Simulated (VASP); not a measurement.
Runs of VASP 6.6.1 on Ti. The structure is hexagonal, space group P6_3/mmc (No. 194). Conventional cell: a = 2.950 Å, b = 2.950 Å, c = 4.686 Å, α = 90.00°, β = 90.00°, γ = 120.00°. Within 3.8 Å of Ti (site symmetry -6m2) lie 12 Ti at 2.90 to 2.95 Å. 

```tsv
smearing	gap on the mesh (eV)	pressure (GPa)
tetrahedron	none	-1.9
gaussian 0.05 eV	none	-1.9
methfessel-paxton 0.2 eV	none	-1.9
fermi-dirac 0.15 eV	none	-1.4
fermi-dirac 0.28 eV	none	(a)
```

Alike in all rows: task single point; level PBE; potentials or basis VASP PAW PBE potentials, release 64 (Ti_sv); no spin polarisation; cell as given; k mesh 14 × 14 × 8; cutoff (eV) 520.

Fill in the values left out.

(a) 0.1.

Caveats: tetrahedron occupations give inexact forces and stress in metals (at least some runs); so wide a smearing shifts energies and pressures (at least some runs).

A gap of «none» marks levels without a gap at the run's occupations.
